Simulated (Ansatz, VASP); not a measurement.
**One calculation of Cs, two programs**

```
Cs
1.0
    -3.02250    2.99227    3.02250
     3.02250   -2.99227    3.02250
     3.02250    2.99227   -3.02250
Cs
1
Direct
  0.00000 0.00000 0.00000
```

Change from the starting cell: strain -0.0100 x Voigt [0, 1, 0, 0, 0, 0], atoms carried along.

Alike in both runs: task single point; functional PBEsol; k mesh 12 × 12 × 12; occupations gaussian, width 0.15 eV; no spin polarisation.

|  | VASP | Ansatz |
| --- | --- | --- |
| version | VASP 6.6.1 | Ansatz 0.2.0 |
| potentials or method | VASP PAW PBE potentials, release 64 (Cs_sv), cutoff 520 eV | scalar-relativistic, plane waves, PAW |
| valence electrons in the cell | 9 | 9 |

```csv
,VASP,Ansatz,Ansatz less VASP
gap on the k mesh at the Fermi level (eV),none,none,-
pressure (GPa),0.0,0.0,+0.01
```

VASP's potentials were made for PBE, not for PBEsol. A gap of «none» marks a metal or a gap that the smearing closes. With one functional, cell and mesh, what is left measures potentials, basis and numerics.

Spin-orbit coupling is off throughout.
